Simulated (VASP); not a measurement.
# SrB2MoF6 (Fm-3m) in VASP: relaxation of the atoms with r2SCAN

Aim: the relaxation of the atoms of SrB2MoF6 with r2SCAN.

All numbers are computed with VASP 6.6.1; they aren't measurements. Logs are shortened: lines on timing, memory, paths and dates and some standing lists are left out, and cuts for length are marked.

## 1. The cell of the first run

It takes space group Fm-3m (No. 225, cubic). The conventional cell has a = 7.896 Å, b = 7.896 Å, c = 7.896 Å, α = 90.00°, β = 90.00°, γ = 90.00°. Within 3.7 Å of B (site symmetry -43m) lie 12 F at 2.79 Å and 4 Sr at 3.42 Å and 4 Mo at 3.42 Å. F (site symmetry 4mm) has 1 Mo at 1.86 Å and 1 Sr at 2.09 Å within 2.5 Å. Within 2.8 Å of Sr (site symmetry m-3m) lie 6 F at 2.09 Å. Mo (site symmetry m-3m) has 6 F at 1.86 Å within 2.5 Å.

## 2. Relaxation of the atoms, r2SCAN

POSCAR

```
SrB2MoF6
1.0
    0.0000000000      3.9482479300      3.9482479300
    3.9482479300      0.0000000000      3.9482479300
    3.9482479300      3.9482479300      0.0000000000
B F Sr Mo
2 6 1 1
Direct
    0.2500000000      0.2500000000      0.2500000000
    0.7500000000      0.7500000000      0.7500000000
    0.7650000000      0.2350000000      0.2350000000
    0.2350000000      0.7650000000      0.2350000000
    0.2350000000      0.7650000000      0.7650000000
    0.7650000000      0.2350000000      0.7650000000
    0.2350000000      0.2350000000      0.7650000000
    0.7650000000      0.7650000000      0.2350000000
    0.5000000000      0.5000000000      0.5000000000
    0.0000000000      0.0000000000      0.0000000000
```

INCAR.step1

```
SYSTEM = SrB2MoF6
  PREC = Accurate
  ENCUT = 580
  ISMEAR = 0
  SIGMA = 0.0969
  LREAL = .False.
  LASPH = .True.
  NELM = 120
  GGA = PE
  ALGO = Normal
  EDIFF = 1E-5
  LWAVE = .True.
  LCHARG = .False.
  GGA_COMPAT = .False.
  IBRION = 2
  EDIFFG = -0.01
  NELMIN = 4
  NSW = 100
  KPAR = 4
```

INCAR.step2

```
SYSTEM = SrB2MoF6
  PREC = Accurate
  ENCUT = 580
  EDIFF = 1E-7
  ISMEAR = 0
  SIGMA = 0.0969
  LREAL = .False.
  LASPH = .True.
  NELM = 120
  ALGO = Normal
  ISIF = 2
  LWAVE = .False.
  LCHARG = .False.
  METAGGA = R2SCAN
  LMIXTAU = .True.
  IBRION = 2
  NSW = 80
  EDIFFG = -0.03
  ISTART = 1
  GGA_COMPAT = .False.
  NELMIN = 4
  KPAR = 4
```

KPOINTS

```
Automatic mesh
0
Gamma
  8 8 8
  0 0 0
```

Potentials or basis: VASP PAW PBE potentials, release 64 (B, F, Sr_sv, Mo_sv).

Launch:

```
$ cat potpaw_PBE.64/B/POTCAR potpaw_PBE.64/F/POTCAR potpaw_PBE.64/Sr_sv/POTCAR potpaw_PBE.64/Mo_sv/POTCAR > POTCAR
$ cp INCAR.step1 INCAR
$ mpirun -np 4 vasp_std > vasp.out
$ cp INCAR.step2 INCAR
$ mpirun -np 4 vasp_std > vasp.out
```

OUTCAR:

```text
SYSTEM = SrB2MoF6
   PREC = Accurate
   ENCUT = 580
   EDIFF = 1E-7
   ISMEAR = 0
   LREAL = .False.
   LASPH = .True.
   NELM = 120
   ISIF = 2
   METAGGA = R2SCAN
   IBRION = 2
   NSW = 80
   EDIFFG = -0.03
   ISTART = 1
   NELMIN = 4

 ion  position               nearest neighbor table
   1  0.250  0.250  0.250-   9 3.42   9 3.42   9 3.42   9 3.42
   2  0.750  0.750  0.750-   9 3.42   9 3.42   9 3.42   9 3.42
   3  0.765  0.235  0.235-  10 1.86   9 2.09
   4  0.235  0.765  0.235-  10 1.86   9 2.09
   5  0.235  0.765  0.765-  10 1.86   9 2.09
   6  0.765  0.235  0.765-  10 1.86   9 2.09
   7  0.235  0.235  0.765-  10 1.86   9 2.09
   8  0.765  0.765  0.235-  10 1.86   9 2.09
   9  0.500  0.500  0.500-   3 2.09   4 2.09   5 2.09   6 2.09   7 2.09   8 2.09   1 3.42   1 3.42
                             1 3.42   2 3.42   2 3.42   2 3.42   2 3.42   1 3.42  10 3.95  10 3.95
  10  0.000  0.000  0.000-   3 1.86   4 1.86   5 1.86   6 1.86   7 1.86   8 1.86   9 3.95   9 3.95
                             9 3.95   9 3.95   9 3.95   9 3.95

  LATTYP: Found a face centered cubic cell.
 ALAT       =     7.8964958600

  Lattice vectors:

 A1 = (   0.0000000000,   3.9482479300,   3.9482479300)
 A2 = (   3.9482479300,   0.0000000000,   3.9482479300)
 A3 = (   3.9482479300,   3.9482479300,   0.0000000000)

Analysis of symmetry for initial positions (statically):
=====================================================================
 Subroutine PRICEL returns:
 Original cell was already a primitive cell.

 Routine SETGRP: Setting up the symmetry group for a
 face centered cubic supercell.

 Subroutine GETGRP returns: Found 48 space group operations
 (whereof 48 operations were pure point group operations)
 out of a pool of 48 trial point group operations.

The static configuration has the point symmetry O_h .

Analysis of symmetry for dynamics (positions and initial velocities):
=====================================================================
 Subroutine PRICEL returns:
 Original cell was already a primitive cell.

 Routine SETGRP: Setting up the symmetry group for a
 face centered cubic supercell.

 Subroutine GETGRP returns: Found 48 space group operations
 (whereof 48 operations were pure point group operations)
 out of a pool of 48 trial point group operations.

The dynamic configuration has the point symmetry O_h .

 Subroutine INISYM returns: Found 48 space group operations
 (whereof 48 operations are pure point group operations),
 and found     1 'primitive' translations

----------------------------------------------------------------------------------------

                                     Primitive cell

  volume of cell :     123.0958

  direct lattice vectors                    reciprocal lattice vectors
     0.000000000  3.948247930  3.948247930    -0.126638450  0.126638450  0.126638450
     3.948247930  0.000000000  3.948247930     0.126638450 -0.126638450  0.126638450
     3.948247930  3.948247930  0.000000000     0.126638450  0.126638450 -0.126638450

  length of vectors
     5.583665770  5.583665770  5.583665770     0.219344230  0.219344230  0.219344230

  position of ions in fractional coordinates (direct lattice)
     0.250000000  0.250000000  0.250000000
     0.750000000  0.750000000  0.750000000
     0.765000000  0.235000000  0.235000000
     0.235000000  0.765000000  0.235000000
     0.235000000  0.765000000  0.765000000
     0.765000000  0.235000000  0.765000000
     0.235000000  0.235000000  0.765000000
     0.765000000  0.765000000  0.235000000
     0.500000000  0.500000000  0.500000000
     0.000000000  0.000000000  0.000000000

  ion indices of the primitive-cell ions
   primitive index   ion index
                 1           1
                 2           2
                 3           3
                 4           4
                 5           5
                 6           6
                 7           7
                 8           8
                 9           9
                10          10

----------------------------------------------------------------------------------------

 KPOINTS: Automatic mesh

Automatic generation of k-mesh.
 Grid dimensions read from file:
 generate k-points for:    8    8    8

 Generating k-lattice:

  Cartesian coordinates                     Fractional coordinates (reciprocal lattice)
    -0.015829806  0.015829806  0.015829806     0.125000000  0.000000000  0.000000000
     0.015829806 -0.015829806  0.015829806     0.000000000  0.125000000  0.000000000
     0.015829806  0.015829806 -0.015829806     0.000000000  0.000000000  0.125000000

  Length of vectors
     0.027418029  0.027418029  0.027418029

  Shift w.r.t. Gamma in fractional coordinates (k-lattice)
     0.000000000  0.000000000  0.000000000

 Subroutine IBZKPT returns following result:
 ===========================================

 Found     29 irreducible k-points:

 Following reciprocal coordinates:
            Coordinates               Weight
  0.000000  0.000000  0.000000      1.000000
  0.125000  0.000000  0.000000      8.000000
  0.250000  0.000000  0.000000      8.000000
  0.375000  0.000000  0.000000      8.000000
  0.500000  0.000000  0.000000      4.000000
  0.125000  0.125000  0.000000      6.000000
[... 16 lines left out ...]
  0.500000  0.250000  0.125000     48.000000
 -0.375000  0.250000  0.125000     24.000000
 [... further k-points ...]
   k-points           NKPTS =     29   k-points in BZ     NKDIM =     29   number of bands    NBANDS=     43
   number of dos      NEDOS =    301   number of ions     NIONS =     10
   total plane-waves  NPLWV = 110592
   dimension x,y,z NGX =    48 NGY =   48 NGZ =   48
   dimension x,y,z NGXF=    96 NGYF=   96 NGZF=   96
   ions per type =               2   6   1   1
   NGX,Y,Z   is equivalent  to a cutoff of  14.29, 14.29, 14.29 a.u.
   NGXF,Y,Z  is equivalent  to a cutoff of  28.58, 28.58, 28.58 a.u.
 SYSTEM =  SrB2MoF6
   PREC   = accura    normal or accurate (medium, high low for compatibility)
   ISTART =      1    job   : 0-new  1-cont  2-samecut
   ICHARG =      0    charge: 1-file 2-atom 10-const
   ISPIN  =      1    spin polarized calculation?
   LNONCOLLINEAR =      F non collinear calculations
   LSORBIT =      F    spin-orbit coupling
   LASPH  =      T    aspherical Exc in radial PAW
   ENCUT  =  580.0 eV  42.63 Ry    6.53 a.u.  10.96 10.96 10.96*2*pi/ulx,y,z
   NELM   =    120;   NELMIN=  4; NELMDL=  0     # of ELM steps
   EDIFF  = 0.1E-06   stopping-criterion for ELM
   LREAL  =      F    real-space projection
   EDIFFG = -.3E-01   stopping-criterion for IOM
   NSW    =     80    number of steps for IOM
   IBRION =      2    ionic relax: 0-MD 1-quasi-New 2-CG
   NFREE  =      1    steps in history (QN), initial steepest desc. (CG)
   ISIF   =      2    stress and relaxation
   ISYM   =      2    0-nonsym 1-usesym 2-fastsym
   POTIM  = 0.5000    time-step for ionic-motion
   TEBEG  =    0.0;   TEEND  =   0.0 temperature during run
   PSTRESS=    0.0 pullay stress
   NELECT =      72.0000    total number of electrons
   NUPDOWN=      -1.0000    fix difference up-down
   EMIN   =  10.00;   EMAX   =-10.00  energy-range for DOS
   EFERMI =   0.00;   METHOD = LEGACY
   ISMEAR =     0;   SIGMA  =   0.10  broadening in eV -4-tet -1-fermi 0-gaus
   EFERMI_NEDOS =   21; number of points for ismear=-14 and -15
   IALGO  =     38    algorithm
   IMIX   =      4    mixing-type and parameters
     AMIX     =   0.40;   BMIX     =  1.00
     AMIX_MAG =   1.60;   BMIX_MAG =  1.00
  volume/ion in A,a.u.               =      12.31        83.07
  Fermi-wavevector in a.u.,A,eV,Ry     =   1.369109  2.587240 25.503556  1.874458
  Thomas-Fermi vector in A             =   2.495013
   LORBIT       =      0    0 simple, 1 ext, 2 COOP (PROOUT), +10 PAW based schemes
   METAGGA = R2SCAN    functional components
   LHFCALC =     F    Hartree Fock is set to
   AEXX    =    0.0000 exact exchange contribution
   IVDW    =     0    specifies the selected vdW correction
   LEPSILON=     F    determine dielectric tensor
   LRPA    =     F    only Hartree local field effects (RPA)
 conjugate gradient relaxation of ions
 non-spin polarized calculation
 Gauss-broadening in eV      SIGMA  =   0.10
  energy-cutoff  :      580.00
  volume of cell :      123.10
 maximum number of plane-waves:      3928
 NGX is ok and might be reduce to    48
   NGX = 21   NGY = 21   NGZ = 21

--------------------------------------- Ionic step        1  -------------------------------------------

 number of electron      71.9999987 magnetization

 Free energy of the ion-electron system (eV)
  ---------------------------------------------------
  ext. energy  EPLUGINS =         0.00000000
  ---------------------------------------------------
  free energy    TOTEN  =       -82.52489567 eV

  energy without entropy =      -82.45766545  energy(sigma->0) =      -82.49128056

------------------------ aborting loop because EDIFF is reached ----------------------------------------

  FORCE on cell =-STRESS in cart. coord.  units (eV):
  Direction    XX          YY          ZZ          XY          YZ          ZX
  --------------------------------------------------------------------------------------
  -------------------------------------------------------------------------------------
  Total       32.0938396     32.0938396     32.0938396      0.0000000      0.0000000     -0.0000000
  in kB      417.7236033    417.7236033    417.7236033      0.0000000      0.0000000     -0.0000000
  external PRESSURE =     417.7236033 kB  Pullay stress =       0.0000000 kB
[... 73 lines left out ...]
  energy  without entropy=      -82.4494478820  energy(sigma->0) =      -82.48074818

--------------------------------------- Ionic step        3  -------------------------------------------

 number of electron      71.9999988 magnetization

 Free energy of the ion-electron system (eV)
  ---------------------------------------------------
  ext. energy  EPLUGINS =         0.00000000
  ---------------------------------------------------
  free energy    TOTEN  =       -82.54388596 eV

  energy without entropy =      -82.47868680  energy(sigma->0) =      -82.51128638

 E-fermi :   4.8374     XC(G=0): -10.8426

 val. band max:        4.8354601466   @ k =   0.5000   0.2500   0.1250
 cond. band min:       4.8448694139   @ k =   0.3750   0.1250   0.0000
 fundamental gap:      0.0094092674
 Fermi energy:         4.8373700911

 k-point     1 :       0.0000    0.0000    0.0000
  band No.  band energies     occupation
      1     -60.3037      2.00000
      2     -34.1793      2.00000
      3     -34.1793      2.00000
      4     -34.1793      2.00000
      5     -30.4722      2.00000
      6     -23.3685      2.00000
[... 1093 lines left out ...]
     42       5.7667      0.00000
     43       5.8984      0.00000

 [... further k-points ...]
[... 5 lines left out ...]
  --------------------------------------------------------------------------------------
  -------------------------------------------------------------------------------------
  Total       32.5083141     32.5083141     32.5083141      0.0000000      0.0000000      0.0000000
  in kB      423.1182764    423.1182764    423.1182764      0.0000000      0.0000000      0.0000000
  external PRESSURE =     423.1182764 kB  Pullay stress =       0.0000000 kB
[... 25 lines left out ...]
  FREE ENERGIE OF THE ION-ELECTRON SYSTEM (eV)
  ---------------------------------------------------
  free  energy   TOTEN  =       -82.5438859556 eV

  energy  without entropy=      -82.4786867969  energy(sigma->0) =      -82.51128638

 reached required accuracy - stopping structural energy minimisation
```

Run time: 9.7 min. Hardware: 4 MPI ranks of Intel Xeon 6975P-C (Granite Rapids), shared host; peak memory 0.5 GiB.

What came out:

```yaml
Free_energy: -82.5439 eV
Energy_gained_by_relaxing: 1.9 meV/atom
Ionic_steps: 3
Pressure_after_relaxing: 42.3 GPa
Band_gap_on_the_k_mesh: zero (bands 36 and 37 overlap by 0.49 eV)
```

The path:
| step | energy change (eV) | largest force (eV/Å) | pressure (GPa) |
| --- | --- | --- | --- |
| 1 | 0.0000 | 0.5469 | 41.77 |
| 2 | 0.0128 | 0.7174 | 43.19 |
| 3 | -0.0190 | 0.0001 | 42.31 |

Final structure:
```
CELL_PARAMETERS angstrom
0.00000 3.94825 3.94825
3.94825 0.00000 3.94825
3.94825 3.94825 0.00000
ATOMIC_POSITIONS crystal
B 0.25000 0.25000 0.25000
B 0.75000 0.75000 0.75000
F 0.76646 0.23354 0.23354
F 0.23354 0.76646 0.23354
F 0.23354 0.76646 0.76646
F 0.76646 0.23354 0.76646
F 0.23354 0.23354 0.76646
F 0.76646 0.76646 0.23354
Sr 0.50000 0.50000 0.50000
Mo 0.00000 0.00000 0.00000
```

Levels at points of the mesh, in eV from the Fermi level:
```tsv
k point	band 32	band 33	band 34	band 35	band 36	band 37	band 38	band 39	band 40	band 41
(0.00, 0.00, 0.00)	-6.83	-6.76	-6.02	-0.40	-0.40	-0.40	1.05	1.05	1.05	1.44
(0.50, 0.00, 0.00)	-7.10	-5.54	-5.20	-0.30	0.09	0.15	0.15	0.65	0.83	0.83
(0.50, 0.50, 0.00)	-6.78	-5.19	-4.93	-0.69	-0.10	0.25	0.25	0.26	0.26	0.79
```

Caveat: the PAW data sets were made with another functional, which shifts forces and pressure a little.
